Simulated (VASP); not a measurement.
A run of VASP 6.6.1:

The input INCAR:

```
SYSTEM = KF
PREC = Accurate
ENCUT = 520
EDIFF = 1E-6
ISMEAR = 0
SIGMA = 0.05
LREAL = .False.
LASPH = .True.
NELM = 60
ALGO = Normal
ISIF = 2
LWAVE = .False.
LCHARG = .True.
GGA = PS
LELF = .True.
LVHAR = .True.
NBANDS = 15
```

File KPOINTS:

```
regular mesh
0
Gamma
  8 8 8
  0 0 0
```

Contents of POSCAR:

```
KF
1.0
    3.2999468899     -0.3531308480     -0.3531308480
   -0.3531308480      3.2999468899     -0.3531308480
   -0.3531308480     -0.3531308480      3.2999468899
K F
1 1
Direct
    0.0000000000      0.0000000000      0.0000000000
    0.5000000000      0.5000000000      0.5000000000
```

Potentials or basis: VASP PAW PBE potentials, release 64 (K_sv, F).

Run with:

```console
$ cat potpaw_PBE.64/K_sv/POTCAR potpaw_PBE.64/F/POTCAR > POTCAR
$ mpirun -np 1 vasp_std > vasp.out
```

Hardware: 1 thread of Intel Xeon 8259CL (shared host).

Problem. How long does it take, and how much memory?

Solution. It took 53 s on 1 thread of Intel Xeon 8259CL, with other jobs on the host, peak memory 0.17 GiB. Counts: scf iterations 13, k points 65.
